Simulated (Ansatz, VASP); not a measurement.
CaO: VASP beside Ansatz

```
Ca O
1.0
     0.00000    2.39755    2.39755
     2.39755    0.00000    2.39755
     2.39755    2.39755    0.00000
Ca O
1 1
Cartesian
  0.0000 0.0000 0.0000
  2.3975 2.3975 2.3975
```

Alike in both runs: task single point; functional PBE-based screened hybrid with a share of 1.0 of exact exchange and HFSCREEN = 0.3; k mesh 4 × 4 × 4; no spin polarisation.

|  | VASP | Ansatz |
| --- | --- | --- |
| version | VASP 6.6.1 | Ansatz 0.2.0 |
| potentials or method | VASP PAW PBE potentials, release 64 (Ca_sv, O_h) | plane waves |
| plane-wave cutoff (eV) | 1000 | 420 |
| occupations | gaussian, width 0.01 eV | fixed |
| valence electrons in the cell | 16 | 16 |

VASP gave:

- gap on the k mesh at the Fermi level (eV): 9.70

Question: What did Ansatz give for the same quantities?

Answer: gap on the k mesh at the Fermi level (eV): 9.69.

VASP's potentials were made for PBE, not for PBE-based screened hybrid. Ansatz's warnings: stress exchange threshold loose, stress scf threshold loose.

The k mesh is coarse, so the values compare programs but aren't converged.
